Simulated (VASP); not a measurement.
Here is a VASP 6.6.1 calculation.

POSCAR

```
InSe2
1.0
    0.0000000000      4.1871067836      4.1871067836
    4.1871067836      0.0000000000      4.1871067836
    4.1871067836      4.1871067836      0.0000000000
In Se
2 4
Direct
    0.0000000000      0.0000000000      0.0000000000
    0.2500000000      0.2500000000      0.2500000000
    0.6250000000      0.6250000000      0.6250000000
    0.1250000000      0.6250000000      0.6250000000
    0.6250000000      0.6250000000      0.1250000000
    0.6250000000      0.1250000000      0.6250000000
```

File INCAR.step1:

```
  PREC = Accurate
  ENCUT = 600
  ISMEAR = 0
  SIGMA = 0.1
  LREAL = F
  LASPH = T
  NELM = 100
  GGA = PE
  ALGO = Normal
  EDIFF = 1E-4
  LWAVE = T
  LCHARG = F
```

The input INCAR.step2:

```
  PREC = Accurate
  ENCUT = 600
  EDIFF = 1E-6
  ISMEAR = 0
  SIGMA = 0.1
  LREAL = F
  LASPH = T
  NELM = 100
  ALGO = Normal
  ISIF = 3
  LWAVE = F
  LCHARG = F
  METAGGA = R2SCAN
  LMIXTAU = T
  IBRION = 2
  NSW = 100
  EDIFFG = -0.01
  ISTART = 1
```

The input KPOINTS:

```
regular mesh
0
Gamma
  8 8 8
```

Potentials or basis: VASP PAW PBE potentials, release 64 (In_d, Se).

Command:

```bash
$ cat potpaw_PBE.64/In_d/POTCAR potpaw_PBE.64/Se/POTCAR > POTCAR
$ cp INCAR.step1 INCAR
$ mpirun -np 1 vasp_std > vasp.out
$ cp INCAR.step2 INCAR
$ mpirun -np 1 vasp_std > vasp.out
```

Q: Estimate the relaxed cell.

A: a = 5.979 Å, b = 5.979 Å, c = 5.979 Å, α = 60.00°, β = 60.00°, γ = 60.00°.

Q: Predict the relaxed volume.

A: 25.18 Å³/atom.

Final structure:
```cif
data_structure
_symmetry_space_group_name_H-M 'P 1'
_symmetry_Int_Tables_number 1
_cell_length_a 5.9786
_cell_length_b 5.9786
_cell_length_c 5.9786
_cell_angle_alpha 60.000
_cell_angle_beta 60.000
_cell_angle_gamma 60.000
_cell_volume 151.11
loop_
_atom_site_label
_atom_site_type_symbol
_atom_site_fract_x
_atom_site_fract_y
_atom_site_fract_z
_atom_site_occupancy
In1 In 0.00000 0.00000 0.00000 1
In2 In 0.25000 0.25000 0.25000 1
Se1 Se 0.62500 0.62500 0.62500 1
Se2 Se 0.12500 0.62500 0.62500 1
Se3 Se 0.62500 0.62500 0.12500 1
Se4 Se 0.62500 0.12500 0.62500 1
```

Caveat: the PAW data sets were made with another functional, which shifts forces and pressure a little.
